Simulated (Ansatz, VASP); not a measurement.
## PbSe in VASP and in Ansatz

INCAR

```
ALGO = Normal ; EDIFF = 1E-6
ENCUT = 520 ; GGA = PE
ISIF = 2 ; ISMEAR = 0
LASPH = T ; LCHARG = F
LREAL = F ; LWAVE = F
NBANDS = 17 ; NELM = 100
PREC = Accurate ; SIGMA = 0.5
```

File KPOINTS:

```
k-points
0
Gamma
  6 6 6
```

File POSCAR:

```
PbSe
1.0
    0.0000000000      3.0887022205      3.0887022205
    3.0887022205      0.0000000000      3.0887022205
    3.0887022205      3.0887022205      0.0000000000
Pb Se
1 1
Direct
    0.0000000000      0.0000000000      0.0000000000
    0.5000000000      0.5000000000      0.5000000000
```

Input for Ansatz:

```yaml
crystal:
  lattice:
    - [0.0, 3.0887022205, 3.0887022205]
    - [3.0887022205, 0.0, 3.0887022205]
    - [3.0887022205, 3.0887022205, 0.0]
  atoms:
    - { symbol: Pb, position: [0.0, 0.0, 0.0] }
    - { symbol: Se, position: [0.5, 0.5, 0.5] }
kpoints:
  mp_grid: { grid: [6, 6, 6] }
hamiltonian:
  xc: pbe
scf:
  occupations: { method: gaussian, width: 0.5 }
  n_extra_bands: 4
output:
  forces: true
  stress: true
  eigenvalues: true
```

Alike in both runs: task single point; functional PBE; k mesh 6 × 6 × 6; occupations gaussian, width 0.5 eV; no spin polarisation.

|  | VASP | Ansatz |
| --- | --- | --- |
| version | VASP 6.6.1 | Ansatz 0.2.0 |
| potentials or method | VASP PAW PBE potentials, release 64 (Pb_d, Se) | plane waves |
| plane-wave cutoff (eV) | 520 | 420 |
| valence electrons in the cell | 20 | 30 |

```csv
,VASP,Ansatz,Ansatz less VASP
pressure (GPa),0.8,0.8,+0.02
```

The functional is the same, so the differences come from potentials, cutoffs and numerics. VASP's potentials hold 20 valence electrons a cell and Ansatz's 30, so a difference there can come from the potentials and not from the codes.

Spin-orbit coupling is off throughout.
